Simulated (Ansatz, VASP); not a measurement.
Sc: VASP beside Ansatz

```
Sc
1.0
     3.20953    0.00000    0.00000
    -1.60477    2.77954    0.00000
     0.00000    0.00000    5.18898
Sc
2
Direct
  0.33333 0.66667 0.25000
  0.66667 0.33333 0.75000
```

Change from the starting cell: strain -0.030 along x and y, -0.015 along z, atoms carried along.

Alike in both runs: task single point; functional PBE; k mesh 18 × 18 × 10; occupations gaussian, width 0.15 eV; no spin polarisation.

|  | VASP | Ansatz |
| --- | --- | --- |
| version | VASP 6.6.1 | Ansatz 0.2.0 |
| potentials or method | VASP PAW PBE potentials, release 64 (Sc_sv), cutoff 520 eV | scalar-relativistic, plane waves, PAW |
| valence electrons in the cell | 22 | 22 |

Ansatz gave:

* gap on the k mesh at the Fermi level (eV): none
* pressure (GPa): 3.9
* traceless stress, the component that is largest in VASP (GPa): -2.17

Q: Estimate VASP's values.

A: gap on the k mesh at the Fermi level (eV): none; pressure (GPa): 4.0; traceless stress, the component that is largest in VASP (GPa): -2.17.

A gap of «none» marks a metal or a gap that the smearing closes.
